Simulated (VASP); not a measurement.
Li, 1 atom in the cell. Symmetry: Im-3m, No. 229, cubic system. Conventional cell: a = 3.578 Å, b = 3.578 Å, c = 3.578 Å, α = 90.00°, β = 90.00°, γ = 90.00°. Li (site symmetry m-3m) has 14 Li at 3.10 to 3.58 Å within 4.1 Å. 

```yaml
Program: VASP 6.6.1
Task: single point
Functional: PBEsol
Dispersion: D3(BJ)
Potentials_or_basis: VASP PAW PBE potentials, release 64 (Li_sv)
Cutoff: 520 eV
k_mesh: 11 × 11 × 11
Occupations: fermi-dirac, width 0.05 eV
Spin: no spin polarisation
Dipole_correction: no
Further_INCAR_settings: ALGO = Normal; EDIFF = 1e-07; NBANDS = 8
```

Potentials or basis: VASP PAW PBE potentials, release 64 (Li_sv).

Command:

```sh
$ cat potpaw_PBE.64/Li_sv/POTCAR > POTCAR
$ mpirun -np 1 vasp_std > vasp.out
```

Hardware: 1 thread of Intel(R) Xeon(R) 6975P-C (Granite Rapids), with other jobs on the host.

Task: How long does it take, and how much memory?

Result: Wall time 2.8 s on 1 thread of Intel(R) Xeon(R) 6975P-C (Granite Rapids), on a shared host, peak memory 0.13 GiB. Counts: scf iterations 11, k points 56.
